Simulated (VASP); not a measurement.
# CdSe (zincblende type) (F-43m) in VASP: notebook

The runs below take CdSe (zincblende type) through single point, with PBE.

Everything below comes from runs of VASP 6.6.1. Logs are shortened: lines on timing, memory, paths and dates and some standing lists are left out, and cuts for length are marked.

**1. The cell of the first run**

It takes space group F-43m (No. 216, cubic). Conventional cell: a = 5.752 Å, b = 5.752 Å, c = 5.752 Å, α = 90.00°, β = 90.00°, γ = 90.00°. Within 3.3 Å of Cd (site symmetry -43m) lie 4 Se at 2.49 Å. Se (site symmetry -43m) has 4 Cd at 2.49 Å within 3.3 Å.

**2. Single point, PBE (volume scaled by 0.8)**

Contents of INCAR:

```
SYSTEM = CdSe
PREC = Accurate
ENCUT = 520
EDIFF = 1E-6
ISMEAR = -1
SIGMA = 0.1
LREAL = .FALSE.
LASPH = .TRUE.
NELM = 60
ALGO = Normal
ISIF = 2
LWAVE = .FALSE.
LCHARG = .FALSE.
GGA = PE
NBANDS = 16
```

Contents of KPOINTS:

```
regular mesh
0
G
  11 11 11
  0 0 0
```

Contents of POSCAR:

```
CdSe
1.0
    0.0000000000      2.8760109770      2.8760109770
    2.8760109770      0.0000000000      2.8760109770
    2.8760109770      2.8760109770      0.0000000000
Cd Se
1 1
Direct
    0.0000000000      0.0000000000      0.0000000000
    0.2500000000      0.2500000000      0.2500000000
```

Potentials or basis: VASP PAW PBE potentials, release 64 (Cd, Se).

The run is started by

```
> cat potpaw_PBE.64/Cd/POTCAR potpaw_PBE.64/Se/POTCAR > POTCAR
> mpirun -np 1 vasp_std > vasp.out
```

OUTCAR:

```text
SYSTEM = CdSe
   PREC = Accurate
   ENCUT = 520
   EDIFF = 1E-6
   ISMEAR = -1
   LREAL = .FALSE.
   LASPH = .TRUE.
   NELM = 60
   ISIF = 2
   GGA = PE

 ion  position               nearest neighbor table
   1  0.000  0.000  0.000-   2 2.49   2 2.49   2 2.49   2 2.49
   2  0.250  0.250  0.250-   1 2.49   1 2.49   1 2.49   1 2.49

  LATTYP: Found a face centered cubic cell.
 ALAT       =     5.7520219540

  Lattice vectors:

 A1 = (   0.0000000000,   2.8760109770,   2.8760109770)
 A2 = (   2.8760109770,   0.0000000000,   2.8760109770)
 A3 = (   2.8760109770,   2.8760109770,   0.0000000000)

Analysis of symmetry for initial positions (statically):
=====================================================================
 Subroutine PRICEL returns:
 Original cell was already a primitive cell.

 Routine SETGRP: Setting up the symmetry group for a
 face centered cubic supercell.

 Subroutine GETGRP returns: Found 24 space group operations
 (whereof 24 operations were pure point group operations)
 out of a pool of 48 trial point group operations.

The static configuration has the point symmetry T_d .

Analysis of symmetry for dynamics (positions and initial velocities):
=====================================================================
 Subroutine PRICEL returns:
 Original cell was already a primitive cell.

 Routine SETGRP: Setting up the symmetry group for a
 face centered cubic supercell.

 Subroutine GETGRP returns: Found 24 space group operations
 (whereof 24 operations were pure point group operations)
 out of a pool of 48 trial point group operations.

The dynamic configuration has the point symmetry T_d .

 Subroutine INISYM returns: Found 24 space group operations
 (whereof 24 operations are pure point group operations),
 and found     1 'primitive' translations

----------------------------------------------------------------------------------------

                                     Primitive cell

  volume of cell :      47.5775

  direct lattice vectors                    reciprocal lattice vectors
     0.000000000  2.876010977  2.876010977    -0.173851909  0.173851909  0.173851909
     2.876010977  0.000000000  2.876010977     0.173851909 -0.173851909  0.173851909
     2.876010977  2.876010977  0.000000000     0.173851909  0.173851909 -0.173851909

  length of vectors
     4.067293729  4.067293729  4.067293729     0.301120340  0.301120340  0.301120340

  position of ions in fractional coordinates (direct lattice)
     0.000000000  0.000000000  0.000000000
     0.250000000  0.250000000  0.250000000

  ion indices of the primitive-cell ions
   primitive index   ion index
                 1           1
                 2           2

----------------------------------------------------------------------------------------

 KPOINTS: regular mesh

Automatic generation of k-mesh.
 Grid dimensions read from file:
 generate k-points for:   11   11   11

 Generating k-lattice:

  Cartesian coordinates                     Fractional coordinates (reciprocal lattice)
    -0.015804719  0.015804719  0.015804719     0.090909091  0.000000000  0.000000000
     0.015804719 -0.015804719  0.015804719     0.000000000  0.090909091  0.000000000
     0.015804719  0.015804719 -0.015804719     0.000000000  0.000000000  0.090909091

  Length of vectors
     0.027374576  0.027374576  0.027374576

  Shift w.r.t. Gamma in fractional coordinates (k-lattice)
     0.000000000  0.000000000  0.000000000

 Subroutine IBZKPT returns following result:
 ===========================================

 Found     56 irreducible k-points:

 Following reciprocal coordinates:
            Coordinates               Weight
  0.000000  0.000000  0.000000      1.000000
  0.090909  0.000000  0.000000      8.000000
  0.181818  0.000000  0.000000      8.000000
  0.272727  0.000000  0.000000      8.000000
  0.363636  0.000000  0.000000      8.000000
  0.454545  0.000000  0.000000      8.000000
[... 16 lines left out ...]
 -0.272727  0.181818  0.000000     24.000000
 -0.181818  0.181818  0.000000     12.000000
 [... further k-points ...]
   k-points           NKPTS =     56   k-points in BZ     NKDIM =     56   number of bands    NBANDS=     16
   number of dos      NEDOS =    301   number of ions     NIONS =      2
   total plane-waves  NPLWV =  27000
   dimension x,y,z NGX =    30 NGY =   30 NGZ =   30
   dimension x,y,z NGXF=    60 NGYF=   60 NGZF=   60
   ions per type =               1   1
   NGX,Y,Z   is equivalent  to a cutoff of  12.26, 12.26, 12.26 a.u.
   NGXF,Y,Z  is equivalent  to a cutoff of  24.52, 24.52, 24.52 a.u.
 SYSTEM =  CdSe
   PREC   = accura    normal or accurate (medium, high low for compatibility)
   ISTART =      0    job   : 0-new  1-cont  2-samecut
   ICHARG =      2    charge: 1-file 2-atom 10-const
   ISPIN  =      1    spin polarized calculation?
   LNONCOLLINEAR =      F non collinear calculations
   LSORBIT =      F    spin-orbit coupling
   LASPH  =      T    aspherical Exc in radial PAW
   ENCUT  =  520.0 eV  38.22 Ry    6.18 a.u.   7.56  7.56  7.56*2*pi/ulx,y,z
   NELM   =     60;   NELMIN=  2; NELMDL= -5     # of ELM steps
   EDIFF  = 0.1E-05   stopping-criterion for ELM
   LREAL  =      F    real-space projection
   EDIFFG = 0.1E-04   stopping-criterion for IOM
   NSW    =      0    number of steps for IOM
   IBRION =     -1    ionic relax: 0-MD 1-quasi-New 2-CG
   NFREE  =      0    steps in history (QN), initial steepest desc. (CG)
   ISIF   =      2    stress and relaxation
   ISYM   =      2    0-nonsym 1-usesym 2-fastsym
   POTIM  = 0.5000    time-step for ionic-motion
   TEBEG  =    0.0;   TEEND  =   0.0 temperature during run
   PSTRESS=    0.0 pullay stress
   NELECT =      18.0000    total number of electrons
   NUPDOWN=      -1.0000    fix difference up-down
   EMIN   =  10.00;   EMAX   =-10.00  energy-range for DOS
   EFERMI =   0.00;   METHOD = LEGACY
   ISMEAR =    -1;   SIGMA  =   0.10  broadening in eV -4-tet -1-fermi 0-gaus
   EFERMI_NEDOS =   21; number of points for ismear=-14 and -15
   IALGO  =     38    algorithm
   IMIX   =      4    mixing-type and parameters
     AMIX     =   0.40;   BMIX     =  1.00
     AMIX_MAG =   1.60;   BMIX_MAG =  1.00
  volume/ion in A,a.u.               =      23.79       160.53
  Fermi-wavevector in a.u.,A,eV,Ry     =   1.184037  2.237505 19.074588  1.401943
  Thomas-Fermi vector in A             =   2.320259
   LORBIT       =      0    0 simple, 1 ext, 2 COOP (PROOUT), +10 PAW based schemes
   GGA     = PE    functional components
   LHFCALC =     F    Hartree Fock is set to
   AEXX    =    0.0000 exact exchange contribution
   IVDW    =     0    specifies the selected vdW correction
   LEPSILON=     F    determine dielectric tensor
   LRPA    =     F    only Hartree local field effects (RPA)
 non-spin polarized calculation
  energy-cutoff  :      520.00
  volume of cell :       47.58
 maximum number of plane-waves:      1303
   NGX = 15   NGY = 15   NGZ = 15

 number of electron      18.0000008 magnetization

 Free energy of the ion-electron system (eV)
  ---------------------------------------------------
  ext. energy  EPLUGINS =         0.00000000
  ---------------------------------------------------
  free energy    TOTEN  =        -4.96323874 eV

  energy without entropy =       -4.96317315  energy(sigma->0) =       -4.96320594

 E-fermi :   3.0569     XC(G=0):  -9.6742

 val. band max:        2.4453896228   @ k =   0.0000   0.0000   0.0000
 cond. band min:       3.3928764753   @ k =   0.0000   0.0000   0.0000
 fundamental gap:      0.9474868525
 Fermi energy:         3.0569211535

 k-point     1 :       0.0000    0.0000    0.0000
  band No.  band energies     occupation
      1     -11.2589      2.00000
      2      -6.2377      2.00000
      3      -6.2377      2.00000
      4      -6.2377      2.00000
      5      -5.6492      2.00000
      6      -5.6492      2.00000
[... 8 lines left out ...]
     15      13.9110      0.00000
     16      13.9110      0.00000

 k-point     2 :       0.0909    0.0000    0.0000
  band No.  band energies     occupation
      1     -11.2170      2.00000
      2      -6.2232      2.00000
      3      -6.2232      2.00000
      4      -6.2105      2.00000
      5      -5.6506      2.00000
      6      -5.6506      2.00000
[... 8 lines left out ...]
     15      13.2347      0.00000
     16      13.3524      0.00000

 k-point     3 :       0.1818    0.0000    0.0000
  band No.  band energies     occupation
      1     -11.1034      2.00000
      2      -6.1862      2.00000
      3      -6.1862      2.00000
      4      -6.1149      2.00000
      5      -5.6513      2.00000
      6      -5.6513      2.00000
[... 8 lines left out ...]
     15      12.6970      0.00000
     16      13.2153      0.00000

 k-point     4 :       0.2727    0.0000    0.0000
  band No.  band energies     occupation
      1     -10.9525      2.00000
      2      -6.1432      2.00000
      3      -6.1432      2.00000
      4      -5.9181      2.00000
      5      -5.6444      2.00000
      6      -5.6444      2.00000
[... 8 lines left out ...]
     15      12.8232      0.00000
     16      12.8232      0.00000

 k-point     5 :       0.3636    0.0000    0.0000
  band No.  band energies     occupation
      1     -10.8123      2.00000
      2      -6.1111      2.00000
      3      -6.1111      2.00000
      4      -5.6281      2.00000
      5      -5.6281      2.00000
      6      -5.6029      2.00000
[... 8 lines left out ...]
     15      13.6472      0.00000
     16      13.6472      0.00000

 k-point     6 :       0.4545    0.0000    0.0000
  band No.  band energies     occupation
      1     -10.7288      2.00000
      2      -6.0959      2.00000
      3      -6.0959      2.00000
      4      -5.6132      2.00000
      5      -5.6132      2.00000
      6      -5.2690      2.00000
[... 8 lines left out ...]
     15      14.8139      0.00000
     16      14.8139      0.00000
[... 267 lines left out ...]
 k-point    21 :      -0.4545    0.1818    0.0000
  band No.  band energies     occupation
      1     -10.6558      2.00000
      2      -6.0634      2.00000
      3      -6.0163      2.00000
      4      -5.6860      2.00000
      5      -5.6129      2.00000
      6      -5.1112      2.00000
[... 8 lines left out ...]
     15      14.6583      0.00000
     16      14.9205      0.00000

 k-point    22 :      -0.3636    0.1818    0.0000
  band No.  band energies     occupation
      1     -10.6830      2.00000
      2      -6.0634      2.00000
      3      -6.0355      2.00000
      4      -5.6656      2.00000
      5      -5.6425      2.00000
      6      -5.2310      2.00000
[... 8 lines left out ...]
     15      13.7027      0.00000
     16      14.9606      0.00000

 k-point    23 :      -0.2727    0.1818    0.0000
  band No.  band energies     occupation
      1     -10.7749      2.00000
      2      -6.0739      2.00000
      3      -6.0735      2.00000
      4      -5.7220      2.00000
      5      -5.6684      2.00000
      6      -5.4940      2.00000
[... 8 lines left out ...]
     15      14.5292      0.00000
     16      15.5508      0.00000

 k-point    24 :      -0.1818    0.1818    0.0000
  band No.  band energies     occupation
      1     -10.9027      2.00000
      2      -6.1240      2.00000
      3      -6.1012      2.00000
      4      -5.9000      2.00000
      5      -5.6763      2.00000
      6      -5.5978      2.00000
[... 8 lines left out ...]
     15      13.9356      0.00000
     16      15.3480      0.00000

 [... further k-points ...]
[... 5 lines left out ...]
  --------------------------------------------------------------------------------------
  -------------------------------------------------------------------------------------
  Total        5.1993328      5.1993328      5.1993328      0.0000000      0.0000000      0.0000000
  in kB      175.0880817    175.0880817    175.0880817      0.0000000      0.0000000      0.0000000
  external PRESSURE =     175.0880817 kB  Pullay stress =       0.0000000 kB

 VOLUME and BASIS-vectors are now :
 -----------------------------------------------------------------------------
  energy-cutoff  :      520.00
  volume of cell :       47.58
      direct lattice vectors                 reciprocal lattice vectors
     0.000000000  2.876010977  2.876010977    -0.173851909  0.173851909  0.173851909
     2.876010977  0.000000000  2.876010977     0.173851909 -0.173851909  0.173851909
     2.876010977  2.876010977  0.000000000     0.173851909  0.173851909 -0.173851909

 POSITION                                       TOTAL-FORCE (eV/Angst)
 -----------------------------------------------------------------------------------
      0.00000      0.00000      0.00000        -0.000000      0.000000     -0.000000
      1.43801      1.43801      1.43801         0.000000     -0.000000      0.000000
 -----------------------------------------------------------------------------------
    total drift:                               -0.000001     -0.000001     -0.000001

  FREE ENERGIE OF THE ION-ELECTRON SYSTEM (eV)
  ---------------------------------------------------
  free  energy   TOTEN  =        -4.9632387384 eV

  energy  without entropy=       -4.9631731506  energy(sigma->0) =       -4.96320594
```

Run time: 22 s. Hardware: 1 thread of Intel Xeon 6975P-C (Granite Rapids), shared host; peak memory 0.19 GiB.

What came out:

```
Free energy            : -4.9632 eV
Pressure               : 17.5 GPa
Band gap on the k mesh : 0.95 eV, direct
```

[end of part 1 of 2]
